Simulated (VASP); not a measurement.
# In (Im-3m) in VASP: a series of runs, part 2 of 2

VASP 6.6.1.

### Step 5. Relaxation of cell and atoms, PBE, target pressure 6.2 GPa, at which the enthalpy is minimised

INCAR reads:

```
SYSTEM = In
PREC = Accurate
ENCUT = 600
EDIFF = 1E-7
ISMEAR = -1
SIGMA = 0.05
LREAL = .False.
LASPH = .True.
NELM = 80
ALGO = Normal
ISIF = 3
LWAVE = .False.
LCHARG = .False.
GGA = PE
IBRION = 2
NSW = 60
EDIFFG = -0.005
PSTRESS = 62.0
```

KPOINTS reads:

```
regular mesh
0
Gamma
  15 15 15
  0 0 0
```

POSCAR reads:

```
In
1.0
   -1.8263656953      1.8263656953      1.8263656953
    1.8263656953     -1.8263656953      1.8263656953
    1.8263656953      1.8263656953     -1.8263656953
In
1
Direct
    0.0000000000      0.0000000000      0.0000000000
```

Potentials or basis: VASP PAW PBE potentials, release 64 (In_d).

Command:

```
> cat potpaw_PBE.64/In_d/POTCAR > POTCAR
> mpirun -np 1 vasp_std > vasp.out
```

OUTCAR:

```text
SYSTEM = In
   PREC = Accurate
   ENCUT = 600
   EDIFF = 1E-7
   ISMEAR = -1
   LREAL = .False.
   LASPH = .True.
   NELM = 80
   ISIF = 3
   GGA = PE
   IBRION = 2
   NSW = 60
   EDIFFG = -0.005
   PSTRESS = 62.0

 ion  position               nearest neighbor table
   1  0.000  0.000  0.000-

  LATTYP: Found a body centered cubic cell.
 ALAT       =     3.6527313906

  Lattice vectors:

 A1 = (  -1.8263656953,   1.8263656953,   1.8263656953)
 A2 = (   1.8263656953,  -1.8263656953,   1.8263656953)
 A3 = (   1.8263656953,   1.8263656953,  -1.8263656953)

Analysis of symmetry for initial positions (statically):
=====================================================================
 Subroutine PRICEL returns:
 Original cell was already a primitive cell.

 Routine SETGRP: Setting up the symmetry group for a
 body centered cubic supercell.

 Subroutine GETGRP returns: Found 48 space group operations
 (whereof 48 operations were pure point group operations)
 out of a pool of 48 trial point group operations.

The static configuration has the point symmetry O_h .

[... 206 lines left out ...]
 E-fermi :   8.3454     XC(G=0): -10.5941

 val. band max:        8.3432196672   @ k =  -0.4000  -0.4000   0.1333
 cond. band min:       8.3460931603   @ k =  -0.4000   0.4000   0.2000
 fundamental gap:      0.0028734931
 Fermi energy:         8.3454151433

 k-point     1 :       0.0000    0.0000    0.0000
  band No.  band energies     occupation
      1      -6.4247      2.00000
      2      -6.4247      2.00000
      3      -6.4247      2.00000
      4      -6.0931      2.00000
      5      -6.0931      2.00000
      6      -1.6897      2.00000
      7      20.2792      0.00000
      8      20.2792      0.00000
      9      20.2792      0.00000
     10      21.5686      0.00000
[... 287 lines left out ...]
 k-point    24 :       0.4000    0.2000    0.0000
  band No.  band energies     occupation
      1      -6.5175      2.00000
      2      -6.3789      2.00000
      3      -6.1490      2.00000
      4      -6.1098      2.00000
      5      -5.9770      2.00000
      6       5.0073      2.00000
      7       5.7497      2.00000
      8      10.4008      0.00000
      9      14.9561      0.00000
     10      20.5802      0.00000

 [... further k-points ...]
[... 5 lines left out ...]
  --------------------------------------------------------------------------------------
  -------------------------------------------------------------------------------------
  Total        0.9448335      0.9448335      0.9448335     -0.0000000     -0.0000000     -0.0000000
  in kB       62.0745362     62.0745362     62.0745362     -0.0000000     -0.0000000     -0.0000000
  external PRESSURE =       0.0745362 kB  Pullay stress =      62.0000000 kB

 VOLUME and BASIS-vectors are now :
 -----------------------------------------------------------------------------
  energy-cutoff  :      600.00
  volume of cell :       24.39
      direct lattice vectors                 reciprocal lattice vectors
    -1.826827198  1.826827198  1.826827198     0.000000000  0.273698575  0.273698575
     1.826827198 -1.826827198  1.826827198     0.273698575  0.000000000  0.273698575
     1.826827198  1.826827198 -1.826827198     0.273698575  0.273698575  0.000000000

 POSITION                                       TOTAL-FORCE (eV/Angst)
 -----------------------------------------------------------------------------------
      3.65365      0.00000      0.00000         0.000000     -0.000000      0.000000
 -----------------------------------------------------------------------------------
    total drift:                                0.000000     -0.000000      0.000000

  FREE ENERGIE OF THE ION-ELECTRON SYSTEM (eV)
  ---------------------------------------------------
  free  energy   TOTEN  =        -2.4922997758 eV

  energy  without entropy=       -2.4887399557  energy(sigma->0) =       -2.49051987

  enthalpy is  TOTEN    =        -1.5486007543 eV   P V=        0.9436990215

 reached required accuracy - stopping structural energy minimisation
```

Run time: 52 s. Hardware: 1 thread of AMD EPYC 7R43 (Zen 3), shared host; peak memory 0.14 GiB.

What came out:

| Quantity | Value |
| --- | --- |
| Free energy | -2.4923 eV |
| Relaxed volume | 24.39 Å³/atom |
| Relaxed cell | a = 3.164 Å, b = 3.164 Å, c = 3.164 Å, α = 109.47°, β = 109.47°, γ = 109.47° |
| Space group after relaxing (to 0.05 Å) | Im-3m (No. 229) |
| Energy change on relaxing (the enthalpy is what falls) | -0.7 meV/atom |
| Ionic steps | 2 |
| Pressure after relaxing | 6.2 GPa |

Step by step:
| step | energy change (eV) | largest force (eV/Å) | pressure (GPa) | volume (Å³) |
| --- | --- | --- | --- | --- |
| 1 | 0.0000 | 0.0000 | 6.23 | 24.37 |
| 2 | -0.0007 | 0.0000 | 6.21 | 24.39 |

Final structure:
```xyz
1
Lattice="-1.8268 1.8268 1.8268 1.8268 -1.8268 1.8268 1.8268 1.8268 -1.8268" Properties=species:S:1:pos:R:3 pbc="T T T"
In    3.6537    0.0000    0.0000
```

Caveat: the cell is relaxed towards a set pressure, so the enthalpy falls and the energy may rise; spin-orbit coupling is left out, which moves the levels of the heavy elements.

### Step 6. Relaxation of cell and atoms, PBE, target pressure 6.2 GPa, at which the enthalpy is minimised

INCAR reads:

```
ALGO = Normal
EDIFF = 1E-6
EDIFFG = -0.005
ENCUT = 600
GGA = PE
IBRION = 2
ISIF = 3
ISMEAR = -1
LASPH = T
LCHARG = F
LREAL = F
LWAVE = F
NELM = 100
NSW = 32
PREC = Accurate
PSTRESS = 62.0
SIGMA = 0.05
```

KPOINTS reads:

```
k-points
0
Gamma
  15 15 15
```

POSCAR is that of step 5.

Potentials or basis: VASP PAW PBE potentials, release 64 (In_d).

Command:

```
> cat potpaw_PBE.64/In_d/POTCAR > POTCAR
> mpirun -np 1 vasp_std > vasp.out
```

OUTCAR:

```text
EDIFF = 1E-6
   EDIFFG = -0.005
   ENCUT = 600
   GGA = PE
   IBRION = 2
   ISIF = 3
   ISMEAR = -1
   LASPH = T
   LREAL = F
   NELM = 100
   NSW = 32
   PREC = Accurate
   PSTRESS = 62.0

 ion  position               nearest neighbor table
   1  0.000  0.000  0.000-

  LATTYP: Found a body centered cubic cell.
 ALAT       =     3.6527313906

  Lattice vectors:

 A1 = (  -1.8263656953,   1.8263656953,   1.8263656953)
 A2 = (   1.8263656953,  -1.8263656953,   1.8263656953)
 A3 = (   1.8263656953,   1.8263656953,  -1.8263656953)

Analysis of symmetry for initial positions (statically):
=====================================================================
 Subroutine PRICEL returns:
 Original cell was already a primitive cell.

 Routine SETGRP: Setting up the symmetry group for a
 body centered cubic supercell.

 Subroutine GETGRP returns: Found 48 space group operations
 (whereof 48 operations were pure point group operations)
 out of a pool of 48 trial point group operations.

The static configuration has the point symmetry O_h .

Analysis of symmetry for dynamics (positions and initial velocities):
=====================================================================
 Subroutine PRICEL returns:
 Original cell was already a primitive cell.

 Routine SETGRP: Setting up the symmetry group for a
 body centered cubic supercell.

 Subroutine GETGRP returns: Found 48 space group operations
 (whereof 48 operations were pure point group operations)
 out of a pool of 48 trial point group operations.

The dynamic configuration has the point symmetry O_h .

 Subroutine INISYM returns: Found 48 space group operations
 (whereof 48 operations are pure point group operations),
 and found     1 'primitive' translations

----------------------------------------------------------------------------------------

                                     Primitive cell
[... 162 lines left out ...]
 -----------------------------------------------------------------------------------
    total drift:                                0.000000     -0.000000      0.000000

  FREE ENERGIE OF THE ION-ELECTRON SYSTEM (eV)
  ---------------------------------------------------
  free  energy   TOTEN  =        -2.4915817598 eV

  energy  without entropy=       -2.4880287538  energy(sigma->0) =       -2.48980526

  enthalpy is  TOTEN    =        -1.5485977640 eV   P V=        0.9429839958

--------------------------------------- Ionic step        2  -------------------------------------------

 number of electron      13.0000004 magnetization

 Free energy of the ion-electron system (eV)
  ---------------------------------------------------
  ext. energy  EPLUGINS =         0.00000000
  ---------------------------------------------------
  free energy    TOTEN  =        -2.49254839 eV

  energy without entropy =       -2.48898615  energy(sigma->0) =       -2.49076727

 E-fermi :   8.3421     XC(G=0): -10.5929

 val. band max:        8.3401467595   @ k =  -0.4000  -0.4000   0.1333
 cond. band min:       8.3427361320   @ k =  -0.4000   0.4000   0.2000
 fundamental gap:      0.0025893725
 Fermi energy:         8.3421376368

 k-point     1 :       0.0000    0.0000    0.0000
  band No.  band energies     occupation
      1      -6.4276      2.00000
      2      -6.4276      2.00000
      3      -6.4276      2.00000
      4      -6.0962      2.00000
      5      -6.0962      2.00000
      6      -1.6910      2.00000
      7      20.2728      0.00000
      8      20.2728      0.00000
      9      20.2728      0.00000
     10      21.5646      0.00000
[... 287 lines left out ...]
 k-point    24 :       0.4000    0.2000    0.0000
  band No.  band energies     occupation
      1      -6.5203      2.00000
      2      -6.3818      2.00000
      3      -6.1521      2.00000
      4      -6.1130      2.00000
      5      -5.9802      2.00000
      6       5.0039      2.00000
      7       5.7474      2.00000
      8      10.3972      0.00000
      9      14.9517      0.00000
     10      20.5751      0.00000

 [... further k-points ...]
[... 5 lines left out ...]
  --------------------------------------------------------------------------------------
  -------------------------------------------------------------------------------------
  Total        0.9447034      0.9447034      0.9447034      0.0000000      0.0000000     -0.0000000
  in kB       62.0496228     62.0496228     62.0496228      0.0000000      0.0000000     -0.0000000
  external PRESSURE =       0.0496228 kB  Pullay stress =      62.0000000 kB

 VOLUME and BASIS-vectors are now :
 -----------------------------------------------------------------------------
  energy-cutoff  :      600.00
  volume of cell :       24.39
      direct lattice vectors                 reciprocal lattice vectors
    -1.826987805  1.826987805  1.826987805     0.000000000  0.273674514  0.273674514
     1.826987805 -1.826987805  1.826987805     0.273674514  0.000000000  0.273674514
     1.826987805  1.826987805 -1.826987805     0.273674514  0.273674514  0.000000000

 POSITION                                       TOTAL-FORCE (eV/Angst)
 -----------------------------------------------------------------------------------
      1.82699      1.82699      1.82699        -0.000000     -0.000000      0.000000
 -----------------------------------------------------------------------------------
    total drift:                                0.000000      0.000000      0.000000

  FREE ENERGIE OF THE ION-ELECTRON SYSTEM (eV)
  ---------------------------------------------------
  free  energy   TOTEN  =        -2.4925483864 eV

  energy  without entropy=       -2.4889861512  energy(sigma->0) =       -2.49076727

  enthalpy is  TOTEN    =        -1.5486004449 eV   P V=        0.9439479415

 reached required accuracy - stopping structural energy minimisation
```

Wall time 47 s (1 thread of AMD EPYC 7R43 (Zen 3), shared host); peak memory 0.15 GiB.

What came out:

| Item | Value |
| --- | --- |
| Free energy | -2.4925 eV |
| Relaxed volume | 24.39 Å³/atom |
| Relaxed cell | a = 3.164 Å, b = 3.164 Å, c = 3.164 Å, α = 109.47°, β = 109.47°, γ = 109.47° |
| Space group after relaxing (to 0.05 Å) | Im-3m (No. 229) |
| Energy change on relaxing (the enthalpy is what falls) | -1.0 meV/atom |
| Ionic steps | 2 |
| Pressure after relaxing | 6.2 GPa |

Step by step:
```tsv
step	energy change (eV)	largest force (eV/Å)	pressure (GPa)	volume (Å³)
1	0.0000	0.0000	6.25	24.37
2	-0.0010	0.0000	6.20	24.39
```

Final structure:
```xyz
1
Lattice="-1.8270 1.8270 1.8270 1.8270 -1.8270 1.8270 1.8270 1.8270 -1.8270" Properties=species:S:1:pos:R:3 pbc="T T T"
In    1.8270    1.8270    1.8270
```

Caveat: the cell is relaxed towards a set pressure, so the enthalpy falls and the energy may rise; spin-orbit coupling is left out, which moves the levels of the heavy elements.

### Step 7. The runs side by side

| task | cell | cutoff (eV) | gap on the mesh (eV) | pressure (GPa) |
| --- | --- | --- | --- | --- |
| single point | a = 3.163 Å, angles 109.5°, 1 atom | 520 | none | 6.2 |
| single point | a = 3.304 Å, angles 109.5°, 1 atom | 520 | none | 0.0 |
| relaxation of cell and atoms | relaxed to 6.2 GPa from a = 3.163 Å, angles 109.5°, 1 atom | 600 | none | 6.2 |

Alike in all rows: level PBE; potentials or basis VASP PAW PBE potentials, release 64 (In_d); no spin polarisation; k mesh 15 × 15 × 15; smearing fermi-dirac 0.05 eV.

Caveats: spin-orbit coupling is left out, which moves the levels of the heavy elements; the cell is relaxed towards a set pressure, so the enthalpy falls and the energy may rise (some runs).

Total energies depend on the potentials used, so only differences within one code and one set of settings carry meaning.
